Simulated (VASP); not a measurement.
# Si16Ag (a cell with a defect) in VASP: further runs

The runs below take Si16Ag (a cell with a defect) through single point, with r2SCAN.

All numbers are computed with VASP 6.6.1; they aren't measurements. Logs are shortened: lines on timing, memory, paths and dates and some standing lists are left out, and cuts for length are marked.

**1. The cell of the first run**

The cell holds a defect, 17 atoms: a = 7.699 Å, b = 7.699 Å, c = 7.699 Å, α = 60.00°, β = 60.00°, γ = 60.00°.

**2. Single point, r2SCAN (with an interstitial atom, then relaxed in part)**

POSCAR reads:

```
Si16Ag
1.0
    0.0000000000      5.4437023800     -5.4437023800
    5.4437023800      5.4437023800      0.0000000000
    5.4437023800      0.0000000000     -5.4437023800
Si Ag
16 1
Direct
    0.1340878816      0.1240567581      0.1239022204
    0.1335367942      0.6204565314      0.1232418832
    0.5863204570      0.1381318783      0.1382717248
    0.6347283342      0.6240576208      0.1179714930
    0.1328948225      0.1226410887      0.6224535157
    0.1333680172      0.6224725098      0.6220966850
    0.6345750958      0.1188281428      0.6237569238
    0.6343898507      0.6232875296      0.6233953921
    0.2630738299      0.7438545151      0.2505898287
    0.2230741443      0.2591568741      0.2609764349
    0.7395352188      0.7534118002      0.2535137360
    0.7394548033      0.2544479536      0.2540447585
    0.2625549637      0.7430908838      0.7437783368
    0.2628185322      0.2509760190      0.7441322281
    0.7603216316      0.7468095700      0.7460027978
    0.7396258570      0.2533193221      0.7541070068
   -0.0304469565      0.0102403652      0.0133694356
```

INCAR.step1 reads:

```
SYSTEM = Si16Ag
  ALGO = Normal
  EDIFF = 1E-4
  ENCUT = 520
  GGA = PE
  ISMEAR = 0
  LASPH = .TRUE.
  LCHARG = .FALSE.
  LREAL = Auto
  LWAVE = .TRUE.
  NBANDS = 52
  NELECT = 74.0
  NELM = 60
  PREC = Accurate
  SIGMA = 0.02
```

INCAR.step2 reads:

```
SYSTEM = Si16Ag
  ALGO = Normal
  EDIFF = 1E-6
  ENCUT = 520
  ISIF = 2
  ISMEAR = 0
  ISTART = 1
  LASPH = .TRUE.
  LCHARG = .FALSE.
  LMIXTAU = .TRUE.
  LREAL = Auto
  LWAVE = .FALSE.
  METAGGA = R2SCAN
  NBANDS = 52
  NELECT = 74.0
  NELM = 60
  PREC = Accurate
  SIGMA = 0.02
```

KPOINTS reads:

```
k-points
0
G
  2 2 2
  0 0 0
```

Potentials or basis: VASP PAW PBE potentials, release 64 (Si, Ag).

On the command line:

```console
cat potpaw_PBE.64/Si/POTCAR potpaw_PBE.64/Ag/POTCAR > POTCAR
cp INCAR.step1 INCAR
mpirun -np 1 vasp_std > vasp.out
cp INCAR.step2 INCAR
mpirun -np 1 vasp_std > vasp.out
```

OUTCAR:

```text
SYSTEM = Si16Ag
   EDIFF = 1E-6
   ENCUT = 520
   ISIF = 2
   ISMEAR = 0
   ISTART = 1
   LASPH = .TRUE.
   LREAL = Auto
   METAGGA = R2SCAN
   NELECT = 74.0
   NELM = 60
   PREC = Accurate

 ion  position               nearest neighbor table
   1  0.134  0.124  0.124-  10 2.28  14 2.39   9 2.39  17 2.46  12 2.48
   2  0.134  0.620  0.123-  10 2.28  13 2.39   9 2.39  17 2.46  11 2.48
   3  0.586  0.138  0.138-  10 2.28  17 2.41  16 2.42  11 2.42  12 2.43
   4  0.635  0.624  0.118-  12 2.33  11 2.33   9 2.34  15 2.34
   5  0.133  0.123  0.622-  10 2.28  13 2.39  14 2.39  17 2.47  16 2.47
   6  0.133  0.622  0.622-  13 2.34  14 2.34   9 2.34  15 2.34
   7  0.635  0.119  0.624-  12 2.33  16 2.33  14 2.34  15 2.34
   8  0.634  0.623  0.623-  11 2.33  16 2.33  13 2.34  15 2.34
   9  0.263  0.744  0.251-   6 2.34   4 2.34   1 2.39   2 2.39  17 2.90
  10  0.223  0.259  0.261-   1 2.28   2 2.28   5 2.28   3 2.28
  11  0.740  0.753  0.254-   4 2.33   8 2.33   3 2.42   2 2.48  17 2.65
  12  0.739  0.254  0.254-   4 2.33   7 2.33   3 2.43   1 2.48  17 2.64
  13  0.263  0.743  0.744-   6 2.34   8 2.34   2 2.39   5 2.39  17 2.93
  14  0.263  0.251  0.744-   6 2.34   7 2.34   1 2.39   5 2.39  17 2.91
  15  0.760  0.747  0.746-   4 2.34   7 2.34   8 2.34   6 2.34
  16  0.740  0.253  0.754-   7 2.33   8 2.33   3 2.42   5 2.47  17 2.67
  17  0.970  0.010  0.013-   3 2.41   1 2.46   2 2.46   5 2.47  12 2.64  11 2.65  16 2.67   9 2.90
                            14 2.91  13 2.93

  LATTYP: Found a face centered cubic cell.
 ALAT       =    10.8874047600

  Lattice vectors:

 A1 = (   0.0000000000,   5.4437023800,  -5.4437023800)
 A2 = (   5.4437023800,   5.4437023800,   0.0000000000)
 A3 = (   5.4437023800,   0.0000000000,  -5.4437023800)

Analysis of symmetry for initial positions (statically):
=====================================================================
 Subroutine PRICEL returns:
 Original cell was already a primitive cell.

 Routine SETGRP: Setting up the symmetry group for a
 face centered cubic supercell.

 Subroutine GETGRP returns: Found  1 space group operations
 (whereof  1 operations were pure point group operations)
 out of a pool of 48 trial point group operations.

The static configuration has the point symmetry C_1 .

Analysis of symmetry for dynamics (positions and initial velocities):
=====================================================================
 Subroutine PRICEL returns:
 Original cell was already a primitive cell.

 Routine SETGRP: Setting up the symmetry group for a
 face centered cubic supercell.

 Subroutine GETGRP returns: Found  1 space group operations
 (whereof  1 operations were pure point group operations)
 out of a pool of 48 trial point group operations.

The dynamic configuration has the point symmetry C_1 .
[... 123 lines left out ...]
   NELECT =      74.0000    total number of electrons
   NUPDOWN=      -1.0000    fix difference up-down
   EMIN   =  10.00;   EMAX   =-10.00  energy-range for DOS
   EFERMI =   0.00;   METHOD = LEGACY
   ISMEAR =     0;   SIGMA  =   0.02  broadening in eV -4-tet -1-fermi 0-gaus
   EFERMI_NEDOS =   21; number of points for ismear=-14 and -15
   IALGO  =     38    algorithm
   IMIX   =      4    mixing-type and parameters
     AMIX     =   0.40;   BMIX     =  1.00
     AMIX_MAG =   1.60;   BMIX_MAG =  1.00
  volume/ion in A,a.u.               =      18.98       128.07
  Fermi-wavevector in a.u.,A,eV,Ry     =   1.002108  1.893709 13.663238  1.004220
  Thomas-Fermi vector in A             =   2.134573
   LORBIT       =      0    0 simple, 1 ext, 2 COOP (PROOUT), +10 PAW based schemes
   METAGGA = R2SCAN    functional components
   LHFCALC =     F    Hartree Fock is set to
   AEXX    =    0.0000 exact exchange contribution
   IVDW    =     0    specifies the selected vdW correction
   LEPSILON=     F    determine dielectric tensor
   LRPA    =     F    only Hartree local field effects (RPA)
 non-spin polarized calculation
 Gauss-broadening in eV      SIGMA  =   0.02
  energy-cutoff  :      520.00
  volume of cell :      322.64
 maximum number of plane-waves:      8694
 NGX is ok and might be reduce to    60
   NGX = 29   NGY = 29   NGZ = 29

 number of electron      74.0000000 magnetization

 Free energy of the ion-electron system (eV)
  ---------------------------------------------------
  ext. energy  EPLUGINS =         0.00000000
  ---------------------------------------------------
  free energy    TOTEN  =      -164.45022506 eV

  energy without entropy =     -164.45022506  energy(sigma->0) =     -164.45022506

 E-fermi :   6.3914     XC(G=0): -10.1425

 val. band max:        6.2492028346   @ k =   0.0000   0.0000   0.0000
 cond. band min:       6.7240925821   @ k =   0.0000   0.0000   0.0000
 fundamental gap:      0.4748897474
 Fermi energy:         6.3913586315

 k-point     1 :       0.0000    0.0000    0.0000
  band No.  band energies     occupation
      1      -6.3739      2.00000
      2      -3.9645      2.00000
      3      -3.8908      2.00000
      4      -3.8732      2.00000
      5      -3.8696      2.00000
      6      -2.3603      2.00000
[... 405 lines left out ...]
     48      10.8542      0.00000
     49      10.8940      0.00000
 [bands above 49 left out]

------------------------ aborting loop because EDIFF is reached ----------------------------------------

  FORCE on cell =-STRESS in cart. coord.  units (eV):
  Direction    XX          YY          ZZ          XY          YZ          ZX
  --------------------------------------------------------------------------------------
  -------------------------------------------------------------------------------------
  Total       -0.9244005     -0.9736256     -1.0193134     -0.1977411     -0.3296458      0.2735490
  in kB       -4.5904753     -4.8349218     -5.0618028     -0.9819614     -1.6369863      1.3584154
  external PRESSURE =      -4.8290666 kB  Pullay stress =       0.0000000 kB

 VOLUME and BASIS-vectors are now :
 -----------------------------------------------------------------------------
  energy-cutoff  :      520.00
  volume of cell :      322.64
      direct lattice vectors                 reciprocal lattice vectors
     0.000000000  5.443702380 -5.443702380    -0.091849254  0.091849254 -0.091849254
     5.443702380  5.443702380  0.000000000     0.091849254  0.091849254  0.091849254
     5.443702380  0.000000000 -5.443702380     0.091849254 -0.091849254 -0.091849254

 POSITION                                       TOTAL-FORCE (eV/Angst)
 -----------------------------------------------------------------------------------
      1.34981      1.40526     -1.40442         0.009899     -0.003944      0.000684
      4.04847      4.10452     -1.39783         0.004771     -0.011604     -0.003654
      1.50466      3.94370     -3.94446         0.007061     -0.002721     -0.000707
      4.03939      6.85246     -4.09747         0.005439     -0.004929     -0.003135
      4.05607      1.39106     -4.11189         0.001872      0.002888      0.012361
      6.77506      4.11457     -4.11252        -0.002313      0.000496     -0.000121
[... 9 lines left out ...]
      5.48413      5.40530     -8.13144         0.000382     -0.000630     -0.001801
      0.12852      5.33370     -5.35074        -0.009081      0.001228      0.004290
 -----------------------------------------------------------------------------------
    total drift:                               -0.003977      0.001791     -0.002769

  FREE ENERGIE OF THE ION-ELECTRON SYSTEM (eV)
  ---------------------------------------------------
  free  energy   TOTEN  =      -164.4502250581 eV

  energy  without entropy=     -164.4502250581  energy(sigma->0) =     -164.45022506
```

OSZICAR.step1:

```text
N       E                     dE             d eps       ncg     rms          rms(c)
DAV:   1     0.207463516685E+03    0.20746E+03   -0.29187E+04   832   0.119E+03
DAV:   2    -0.780109208709E+02   -0.28547E+03   -0.27005E+03   980   0.190E+02
DAV:   3    -0.947153121131E+02   -0.16704E+02   -0.16294E+02  1036   0.407E+01
DAV:   4    -0.950890004241E+02   -0.37369E+00   -0.37226E+00  1048   0.713E+00
DAV:   5    -0.950991500560E+02   -0.10150E-01   -0.10145E-01  1060   0.108E+00    0.180E+01
DAV:   6    -0.928287891158E+02    0.22704E+01   -0.15568E+01   964   0.343E+01    0.168E+01
DAV:   7    -0.924110140875E+02    0.41778E+00   -0.36942E+00   976   0.126E+01    0.857E+00
DAV:   8    -0.922766549732E+02    0.13436E+00   -0.11608E+00   984   0.636E+00    0.236E+00
DAV:   9    -0.922306303588E+02    0.46025E-01   -0.25931E-01   916   0.482E+00    0.489E-01
DAV:  10    -0.922359621430E+02   -0.53318E-02   -0.50020E-02  1000   0.854E-01    0.377E-01
DAV:  11    -0.922371213613E+02   -0.11592E-02   -0.59014E-03   968   0.680E-01    0.240E-01
DAV:  12    -0.922382779031E+02   -0.11565E-02   -0.27188E-03   896   0.191E-01    0.103E-01
DAV:  13    -0.922380234534E+02    0.25445E-03   -0.97771E-04  1004   0.286E-01    0.312E-02
DAV:  14    -0.922380543434E+02   -0.30890E-04   -0.28014E-04   744   0.581E-02
   1 F= -.92238054E+02 E0= -.92238054E+02  d E =-.138570E-17
```

It took 7.4 min on 1 thread of Intel Xeon 6975P-C (Granite Rapids), shared host; peak memory 0.57 GiB.

Results:

```yaml
Free_energy: -164.4502 eV
Largest_force: 0.013 eV/Å
```

Forces on the atoms (eV/Å):
```
Si   0.010 -0.004  0.001
Si   0.005 -0.012 -0.004
Si   0.007 -0.003 -0.001
Si   0.005 -0.005 -0.003
Si   0.002  0.003  0.012
Si  -0.002  0.000  0.000
Si   0.004  0.002  0.003
Si  -0.002 -0.001  0.001
Si  -0.003  0.004  0.001
Si  -0.007  0.004 -0.002
Si   0.000  0.005 -0.001
Si  -0.006  0.000 -0.001
Si  -0.005  0.004 -0.006
Si  -0.003  0.001 -0.005
Si   0.004 -0.001  0.000
Si   0.000 -0.001 -0.002
Ag  -0.009  0.001  0.004
```

Caveat: the k points lie up to 0.50 Å⁻¹ apart; the cell carries a net charge on a neutralising background, which shifts energy and pressure; the cell differs from its parent crystal (with an interstitial atom, then relaxed in part); the cell is charged against a uniform background, so pressure and absolute levels hang on convention; the PAW data sets were made with another functional, which shifts forces and pressure a little.

**3. Single point, r2SCAN**

POSCAR reads:

```
Si16Ag
1.0
    0.0000000000      5.4437023800     -5.4437023800
    5.4437023800      5.4437023800      0.0000000000
    5.4437023800      0.0000000000     -5.4437023800
Si Ag
16 1
Direct
    0.1252755850      0.1253845182      0.1253261020
    0.1247244894      0.6217843599      0.1246657059
    0.5775081517      0.1394597733      0.1396954585
    0.6259160149      0.6253854936      0.1193953039
    0.1240824632      0.1239689375      0.6238774207
    0.1245556705      0.6238004510      0.6235204945
    0.6257627185      0.1201560913      0.6251807616
    0.6255775504      0.6246153376      0.6248192430
    0.2542615124      0.7451823624      0.2520135937
    0.2142618972      0.2604846667      0.2624002747
    0.7307229019      0.7547396447      0.2549375229
    0.7306425338      0.2557758310      0.2554685034
    0.2537425641      0.7444187278      0.7452022019
    0.2540060796      0.2523039292      0.7455560971
    0.7515092146      0.7481374285      0.7474266990
    0.7308134652      0.2546472792      0.7555308341
   -0.0392593101      0.0115682298      0.0147932408
```

INCAR.step1 reads:

```
SYSTEM = Si16Ag
PREC = Accurate
ENCUT = 520
ISMEAR = 0
SIGMA = 0.02
LREAL = Auto
LASPH = .True.
NELM = 100
NELECT = 74.0
NBANDS = 52
GGA = PE
ALGO = Normal
EDIFF = 1E-4
LWAVE = .True.
LCHARG = .False.
```

INCAR.step2 reads:

```
SYSTEM = Si16Ag
PREC = Accurate
ENCUT = 520
EDIFF = 1E-6
ISMEAR = 0
SIGMA = 0.02
LREAL = Auto
LASPH = .True.
NELM = 100
ALGO = Normal
ISIF = 2
LWAVE = .False.
LCHARG = .True.
METAGGA = R2SCAN
LMIXTAU = .True.
LELF = .True.
LVHAR = .True.
NELECT = 74.0
NBANDS = 52
ISTART = 1
```

KPOINTS reads:

```
regular mesh
0
Gamma
  2 2 2
  0 0 0
```

Potentials or basis: VASP PAW PBE potentials, release 64 (Si, Ag).

On the command line:

```console
cat potpaw_PBE.64/Si/POTCAR potpaw_PBE.64/Ag/POTCAR > POTCAR
cp INCAR.step1 INCAR
mpirun -np 1 vasp_std > vasp.out
cp INCAR.step2 INCAR
mpirun -np 1 vasp_std > vasp.out
```

OUTCAR:

```text
SYSTEM = Si16Ag
   PREC = Accurate
   ENCUT = 520
   EDIFF = 1E-6
   ISMEAR = 0
   LREAL = Auto
   LASPH = .True.
   NELM = 100
   ISIF = 2
   METAGGA = R2SCAN
   NELECT = 74.0
   ISTART = 1

 ion  position               nearest neighbor table
   1  0.125  0.125  0.125-  10 2.28  14 2.39   9 2.39  17 2.46  12 2.48
   2  0.125  0.622  0.125-  10 2.28  13 2.39   9 2.39  17 2.46  11 2.48
   3  0.578  0.139  0.140-  10 2.28  17 2.41  16 2.42  11 2.42  12 2.43
[... 643 lines left out ...]
  Total       -0.9199761     -0.9729918     -1.0195657     -0.1929801     -0.3351160      0.2675476
  in kB       -4.5685040     -4.8317744     -5.0630555     -0.9583186     -1.6641506      1.3286130
  external PRESSURE =      -4.8211113 kB  Pullay stress =       0.0000000 kB

 VOLUME and BASIS-vectors are now :
 -----------------------------------------------------------------------------
  energy-cutoff  :      520.00
  volume of cell :      322.64
      direct lattice vectors                 reciprocal lattice vectors
     0.000000000  5.443702380 -5.443702380    -0.091849254  0.091849254 -0.091849254
     5.443702380  5.443702380  0.000000000     0.091849254  0.091849254  0.091849254
     5.443702380  0.000000000 -5.443702380     0.091849254 -0.091849254 -0.091849254

 POSITION                                       TOTAL-FORCE (eV/Angst)
 -----------------------------------------------------------------------------------
      1.36479      1.36452     -1.36420         0.009369     -0.005566      0.002146
      4.06345      4.06377     -1.35761         0.003412     -0.013338     -0.003016
      1.51964      3.90296     -3.90424         0.003619     -0.001686     -0.001476
      4.05436      6.81171     -4.05725         0.005079     -0.004805     -0.001211
      4.07105      1.35032     -4.07167         0.002447      0.003094      0.011367
      6.79004      4.07383     -4.07230        -0.001635      0.000798      0.000785
[... 9 lines left out ...]
      5.49911      5.36455     -8.09122         0.000891      0.000596     -0.002616
      0.14350      5.29296     -5.31052        -0.004146     -0.001773      0.003272
 -----------------------------------------------------------------------------------
    total drift:                                0.004076     -0.005943      0.002281

  FREE ENERGIE OF THE ION-ELECTRON SYSTEM (eV)
  ---------------------------------------------------
  free  energy   TOTEN  =      -164.4500343621 eV

  energy  without entropy=     -164.4500343621  energy(sigma->0) =     -164.45003436
```

OUTCAR.step1:

```text
SYSTEM = Si16Ag
   PREC = Accurate
   ENCUT = 520
   ISMEAR = 0
   LREAL = Auto
   LASPH = .True.
[... 672 lines left out ...]
      6.79004      4.07383     -4.07230        -0.012704      0.011665     -0.009888
[... 9 lines left out ...]
      5.49911      5.36455     -8.09122         0.000773      0.000569      0.030247
      0.14350      5.29296     -5.31052        -0.029624      0.021968     -0.018151
 -----------------------------------------------------------------------------------
    total drift:                                0.004213     -0.005896      0.002452

  FREE ENERGIE OF THE ION-ELECTRON SYSTEM (eV)
  ---------------------------------------------------
  free  energy   TOTEN  =       -92.2378640785 eV

  energy  without entropy=      -92.2378640785  energy(sigma->0) =      -92.23786408
```

It took 8.3 min on 1 thread of Intel Xeon 6975P-C (Granite Rapids), shared host; peak memory 0.56 GiB.

What came out:

- Free energy: -164.4500 eV
- Largest force: 0.014 eV/Å

Forces in eV/Å, atoms in the order of the input:
```
Si   0.009 -0.006  0.002
Si   0.003 -0.013 -0.003
Si   0.004 -0.002 -0.001
Si   0.005 -0.005 -0.001
Si   0.002  0.003  0.011
Si  -0.002  0.001  0.001
Si   0.005  0.002  0.004
Si   0.001 -0.002  0.004
Si  -0.003  0.004  0.001
Si  -0.009  0.006 -0.003
Si   0.001  0.006 -0.001
Si  -0.007  0.001 -0.002
Si  -0.007  0.005 -0.007
Si  -0.004  0.001 -0.005
Si   0.004  0.000  0.000
Si   0.001  0.001 -0.003
Ag  -0.004 -0.002  0.003
```

Caveat: the k points lie up to 0.50 Å⁻¹ apart; the cell carries a net charge on a neutralising background, which shifts energy and pressure; the cell is charged against a uniform background, so pressure and absolute levels hang on convention; the PAW data sets were made with another functional, which shifts forces and pressure a little.
